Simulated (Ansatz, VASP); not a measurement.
## Rh in VASP and in Ansatz

```
Rh
1.0
     0.00000    2.73089    2.73089
     2.73089    0.00000    2.73089
     2.73089    2.73089    0.00000
Rh
2
Direct
  0.12500 0.12500 0.12500
  0.87500 0.87500 0.87500
```

Alike in both runs: task single point; functional BLYP; k mesh 11 × 11 × 11; occupations fermi-dirac, width 0.1 eV; no spin polarisation.

```csv
,VASP,Ansatz
version,VASP 6.6.1,Ansatz 0.2.0
potentials or method,"VASP PAW PBE potentials, release 64 (Rh_pv), cutoff 520 eV","plane waves (420 eV) with PAW, scalar-relativistic"
valence electrons in the cell,30,34
```

|  | VASP | Ansatz | Ansatz less VASP |
| --- | --- | --- | --- |
| pressure (GPa) | 11.7 | 11.1 | -0.56 |

VASP's potentials were made for PBE, not for BLYP. VASP's potentials hold 30 valence electrons a cell and Ansatz's 34, so a difference there can come from the potentials and not from the codes.
